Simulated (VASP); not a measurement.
# LiF (Cmmm) in VASP: single point with r2SCAN

Aim: the single point of LiF with r2SCAN.

All numbers are computed with VASP 6.6.1; they aren't measurements. Logs are shortened: lines on timing, memory, paths and dates and some standing lists are left out, and cuts for length are marked.

### Step 1. The cell of the first run

Symmetry: Cmmm, No. 65, orthorhombic system. The conventional cell has a = 3.482 Å, b = 3.635 Å, c = 2.516 Å, α = 90.00°, β = 90.00°, γ = 90.00°. Li (site symmetry mmm) has 8 F at 2.15 to 2.21 Å and 6 Li at 2.52 Å within 2.8 Å. Within 2.8 Å of F (site symmetry mmm) lie 8 Li at 2.15 to 2.21 Å and 6 F at 2.52 Å.

### Step 2. Single point, r2SCAN (shear xy strain +4.3%)

File POSCAR:

```
LiF
1.0
    2.5162584444      0.0542253695      0.0000000000
    0.0542253695      2.5162584444      0.0000000000
    0.0000000000      0.0000000000      2.5162584444
Li F
1 1
Direct
    0.0000000000      0.0000000000      0.0000000000
    0.5000000000      0.5000000000      0.5000000000
```

File INCAR.step1:

```
ALGO = Normal ; EDIFF = 1E-5
ENCUT = 910 ; GGA = PE
GGA_COMPAT = False ; ISMEAR = 0
LASPH = True ; LCHARG = False
LREAL = False ; LWAVE = True
NBANDS = 12 ; NELM = 120
PREC = Accurate ; SIGMA = 0.01
```

File INCAR.step2:

```
ALGO = Normal ; EDIFF = 1E-6
ENCUT = 910 ; GGA_COMPAT = False
ISIF = 2 ; ISMEAR = 0
ISTART = 1 ; LASPH = True
LCHARG = False ; LMIXTAU = True
LREAL = False ; LWAVE = False
METAGGA = R2SCAN ; NBANDS = 12
NELM = 120 ; PREC = Accurate
SIGMA = 0.01
```

File KPOINTS:

```
k-points
0
Gamma
  10 10 10
```

Potentials or basis: VASP PAW PBE potentials, release 64 (Li_sv, F_h).

The run is started by

```
> cat potpaw_PBE.64/Li_sv/POTCAR potpaw_PBE.64/F_h/POTCAR > POTCAR
> cp INCAR.step1 INCAR
> mpirun -np 1 vasp_std > vasp.out
> cp INCAR.step2 INCAR
> mpirun -np 1 vasp_std > vasp.out
```

OUTCAR:

```text
EDIFF = 1E-6
   ENCUT = 910
   ISIF = 2
   ISMEAR = 0
   ISTART = 1
   LASPH = True
   LREAL = False
   METAGGA = R2SCAN
   NELM = 120
   PREC = Accurate

 ion  position               nearest neighbor table
   1  0.000  0.000  0.000-
   2  0.500  0.500  0.500-

  LATTYP: Found a base centered orthorhombic cell.
 ALAT       =     3.4818405655
 B/A-ratio  =     1.0440492616
 C/A-ratio  =     0.7226805470

  Lattice vectors:

 A1 = (  -0.0542253695,  -2.5162584444,   0.0000000000)
 A2 = (   2.5162584444,   0.0542253695,   0.0000000000)
 A3 = (   0.0000000000,   0.0000000000,   2.5162584444)

Analysis of symmetry for initial positions (statically):
=====================================================================
 Subroutine PRICEL returns:
 Original cell was already a primitive cell.

 Routine SETGRP: Setting up the symmetry group for a
 base centered orthorhombic supercell.

 Subroutine GETGRP returns: Found  8 space group operations
 (whereof  8 operations were pure point group operations)
 out of a pool of  8 trial point group operations.

The static configuration has the point symmetry D_2h.

Analysis of symmetry for dynamics (positions and initial velocities):
=====================================================================
 Subroutine PRICEL returns:
 Original cell was already a primitive cell.

 Routine SETGRP: Setting up the symmetry group for a
 base centered orthorhombic supercell.

 Subroutine GETGRP returns: Found  8 space group operations
 (whereof  8 operations were pure point group operations)
 out of a pool of  8 trial point group operations.

The dynamic configuration has the point symmetry D_2h.

 Subroutine INISYM returns: Found  8 space group operations
 (whereof  8 operations are pure point group operations),
 and found     1 'primitive' translations

----------------------------------------------------------------------------------------

                                     Primitive cell

  volume of cell :      15.9244

  direct lattice vectors                    reciprocal lattice vectors
     2.516258444  0.054225370  0.000000000     0.397600104 -0.008568282  0.000000000
     0.054225370  2.516258444  0.000000000    -0.008568282  0.397600104  0.000000000
     0.000000000  0.000000000  2.516258444     0.000000000  0.000000000  0.397415457

  length of vectors
     2.516842655  2.516842655  2.516258444     0.397692416  0.397692416  0.397415457

  position of ions in fractional coordinates (direct lattice)
     0.000000000  0.000000000  0.000000000
     0.500000000  0.500000000  0.500000000

  ion indices of the primitive-cell ions
   primitive index   ion index
                 1           1
                 2           2

----------------------------------------------------------------------------------------

 KPOINTS: k-points

Automatic generation of k-mesh.
 Grid dimensions read from file:
 generate k-points for:   10   10   10

 Generating k-lattice:

  Cartesian coordinates                     Fractional coordinates (reciprocal lattice)
     0.039760010 -0.000856828  0.000000000     0.100000000  0.000000000  0.000000000
    -0.000856828  0.039760010  0.000000000     0.000000000  0.100000000  0.000000000
     0.000000000  0.000000000  0.039741546     0.000000000  0.000000000  0.100000000

  Length of vectors
     0.039769242  0.039769242  0.039741546

  Shift w.r.t. Gamma in fractional coordinates (k-lattice)
     0.000000000  0.000000000  0.000000000

 Subroutine IBZKPT returns following result:
 ===========================================

 Found    186 irreducible k-points:

 Following reciprocal coordinates:
            Coordinates               Weight
  0.000000  0.000000  0.000000      1.000000
  0.100000 -0.000000  0.000000      4.000000
  0.200000 -0.000000  0.000000      4.000000
  0.300000 -0.000000  0.000000      4.000000
  0.400000  0.000000  0.000000      4.000000
  0.500000  0.000000  0.000000      2.000000
[... 16 lines left out ...]
  0.300000  0.300000  0.000000      2.000000
  0.400000  0.300000  0.000000      4.000000
 [... further k-points ...]
   k-points           NKPTS =    186   k-points in BZ     NKDIM =    186   number of bands    NBANDS=     12
   number of dos      NEDOS =    301   number of ions     NIONS =      2
   total plane-waves  NPLWV =  21952
   dimension x,y,z NGX =    28 NGY =   28 NGZ =   28
   dimension x,y,z NGXF=    56 NGYF=   56 NGZF=   56
   ions per type =               1   1
   NGX,Y,Z   is equivalent  to a cutoff of  18.49, 18.49, 18.50 a.u.
   NGXF,Y,Z  is equivalent  to a cutoff of  36.99, 36.99, 37.00 a.u.
 SYSTEM =  unknown system
   PREC   = accura    normal or accurate (medium, high low for compatibility)
   ISTART =      1    job   : 0-new  1-cont  2-samecut
   ICHARG =      0    charge: 1-file 2-atom 10-const
   ISPIN  =      1    spin polarized calculation?
   LNONCOLLINEAR =      F non collinear calculations
   LSORBIT =      F    spin-orbit coupling
   LASPH  =      T    aspherical Exc in radial PAW
   ENCUT  =  910.0 eV  66.88 Ry    8.18 a.u.   6.19  6.19  6.19*2*pi/ulx,y,z
   NELM   =    120;   NELMIN=  2; NELMDL=  0     # of ELM steps
   EDIFF  = 0.1E-05   stopping-criterion for ELM
   LREAL  =      F    real-space projection
   EDIFFG = 0.1E-04   stopping-criterion for IOM
   NSW    =      0    number of steps for IOM
   IBRION =     -1    ionic relax: 0-MD 1-quasi-New 2-CG
   NFREE  =      0    steps in history (QN), initial steepest desc. (CG)
   ISIF   =      2    stress and relaxation
   ISYM   =      2    0-nonsym 1-usesym 2-fastsym
   POTIM  = 0.5000    time-step for ionic-motion
   TEBEG  =    0.0;   TEEND  =   0.0 temperature during run
   PSTRESS=    0.0 pullay stress
   NELECT =      10.0000    total number of electrons
   NUPDOWN=      -1.0000    fix difference up-down
   EMIN   =  10.00;   EMAX   =-10.00  energy-range for DOS
   EFERMI =   0.00;   METHOD = LEGACY
   ISMEAR =     0;   SIGMA  =   0.01  broadening in eV -4-tet -1-fermi 0-gaus
   EFERMI_NEDOS =   21; number of points for ismear=-14 and -15
   IALGO  =     38    algorithm
   IMIX   =      4    mixing-type and parameters
     AMIX     =   0.40;   BMIX     =  1.00
     AMIX_MAG =   1.60;   BMIX_MAG =  1.00
  volume/ion in A,a.u.               =       7.96        53.73
  Fermi-wavevector in a.u.,A,eV,Ry     =   1.401910  2.649226 26.740236  1.965352
  Thomas-Fermi vector in A             =   2.524724
   LORBIT       =      0    0 simple, 1 ext, 2 COOP (PROOUT), +10 PAW based schemes
   METAGGA = R2SCAN    functional components
   LHFCALC =     F    Hartree Fock is set to
   AEXX    =    0.0000 exact exchange contribution
   IVDW    =     0    specifies the selected vdW correction
   LEPSILON=     F    determine dielectric tensor
   LRPA    =     F    only Hartree local field effects (RPA)
 non-spin polarized calculation
 Gauss-broadening in eV      SIGMA  =   0.01
  energy-cutoff  :      910.00
  volume of cell :       15.92
 maximum number of plane-waves:      1014
 NGX is ok and might be reduce to    28
   NGX = 13   NGY = 13   NGZ = 13

 number of electron       9.9999996 magnetization

 Free energy of the ion-electron system (eV)
  ---------------------------------------------------
  ext. energy  EPLUGINS =         0.00000000
  ---------------------------------------------------
  free energy    TOTEN  =       -11.28668021 eV

  energy without entropy =      -11.28668021  energy(sigma->0) =      -11.28668021

 E-fermi :   0.4480     XC(G=0): -10.7410

 val. band max:        0.3994802645   @ k =   0.5000   0.5000   0.0000
 cond. band min:       9.5224957442   @ k =   0.0000   0.0000   0.0000
 fundamental gap:      9.1230154797
 Fermi energy:         0.4479513913

 k-point     1 :       0.0000    0.0000    0.0000
  band No.  band energies     occupation
      1     -43.5569      2.00000
      2     -21.7533      2.00000
      3      -0.4249      2.00000
      4      -0.3362      2.00000
      5      -0.2397      2.00000
      6       9.5225      0.00000
      7      20.6713      0.00000
      8      20.6994      0.00000
      9      23.5418      0.00000
     10      23.7510      0.00000
     11      23.9794      0.00000
     12      40.4486      0.00000

 k-point     2 :       0.1000   -0.0000    0.0000
  band No.  band energies     occupation
      1     -43.5518      2.00000
      2     -21.7091      2.00000
      3      -0.7164      2.00000
      4      -0.2969      2.00000
      5      -0.2757      2.00000
      6       9.7545      0.00000
      7      19.4526      0.00000
      8      20.9171      0.00000
      9      23.6859      0.00000
     10      23.6994      0.00000
     11      25.6369      0.00000
     12      38.8100      0.00000

 k-point     3 :       0.2000   -0.0000    0.0000
  band No.  band energies     occupation
      1     -43.5385      2.00000
      2     -21.5908      2.00000
      3      -1.5752      2.00000
      4      -0.1924      2.00000
      5      -0.1873      2.00000
      6      10.2413      0.00000
      7      17.9414      0.00000
      8      21.6252      0.00000
      9      23.4951      0.00000
     10      23.5362      0.00000
     11      29.0388      0.00000
     12      35.8051      0.00000
[... 286 lines left out ...]
 k-point    23 :       0.3000    0.3000    0.0000
  band No.  band energies     occupation
      1     -43.4920      2.00000
      2     -21.0896      2.00000
      3      -2.3007      2.00000
      4      -2.1983      2.00000
      5       0.1602      2.00000
      6      12.6458      0.00000
      7      16.9108      0.00000
      8      17.3778      0.00000
      9      24.3186      0.00000
     10      25.4262      0.00000
     11      32.2559      0.00000
     12      33.2923      0.00000

 k-point    24 :       0.4000    0.3000    0.0000
  band No.  band energies     occupation
      1     -43.4801      2.00000
      2     -20.9474      2.00000
      3      -2.9719      2.00000
      4      -2.1476      2.00000
      5       0.2522      2.00000
      6      13.3262      0.00000
      7      16.1645      0.00000
      8      17.2539      0.00000
      9      24.3564      0.00000
     10      24.7371      0.00000
     11      32.6552      0.00000
     12      33.5877      0.00000

 [... further k-points ...]

------------------------ aborting loop because EDIFF is reached ----------------------------------------

  FORCE on cell =-STRESS in cart. coord.  units (eV):
  Direction    XX          YY          ZZ          XY          YZ          ZX
  --------------------------------------------------------------------------------------
  -------------------------------------------------------------------------------------
  Total       -0.1488035     -0.1488035     -0.1257124      0.1362214      0.0000000      0.0000000
  in kB      -14.9713103    -14.9713103    -12.6480780     13.7054095      0.0000000      0.0000000
  external PRESSURE =     -14.1968995 kB  Pullay stress =       0.0000000 kB

 VOLUME and BASIS-vectors are now :
 -----------------------------------------------------------------------------
  energy-cutoff  :      910.00
  volume of cell :       15.92
      direct lattice vectors                 reciprocal lattice vectors
     2.516258444  0.054225370  0.000000000     0.397600104 -0.008568282  0.000000000
     0.054225370  2.516258444  0.000000000    -0.008568282  0.397600104  0.000000000
     0.000000000  0.000000000  2.516258444     0.000000000  0.000000000  0.397415457

 POSITION                                       TOTAL-FORCE (eV/Angst)
 -----------------------------------------------------------------------------------
      0.00000      0.00000      0.00000        -0.000000      0.000000      0.000000
      1.28524      1.28524      1.25813         0.000000      0.000000      0.000000
 -----------------------------------------------------------------------------------
    total drift:                                0.000000      0.000000      0.000000

  FREE ENERGIE OF THE ION-ELECTRON SYSTEM (eV)
  ---------------------------------------------------
  free  energy   TOTEN  =       -11.2866802094 eV

  energy  without entropy=      -11.2866802094  energy(sigma->0) =      -11.28668021
```

It took 3.5 min on 1 thread of AMD EPYC 7R13 (Zen 3), shared host; peak memory 0.18 GiB.

What came out:

| Quantity | Value |
| --- | --- |
| Free energy | -11.2867 eV |
| Pressure | -1.4 GPa |
| Band gap on the k mesh | 9.12 eV (least direct gap 9.76 eV) |

Caveat: the cell differs from its parent crystal (shear xy strain +4.3%); the cutoff is under 1.25 times the usual one of these potentials, so pressure, stress and relaxed cells hold a basis-set (Pulay) error; the PAW data sets were made with another functional, which shifts forces and pressure a little.
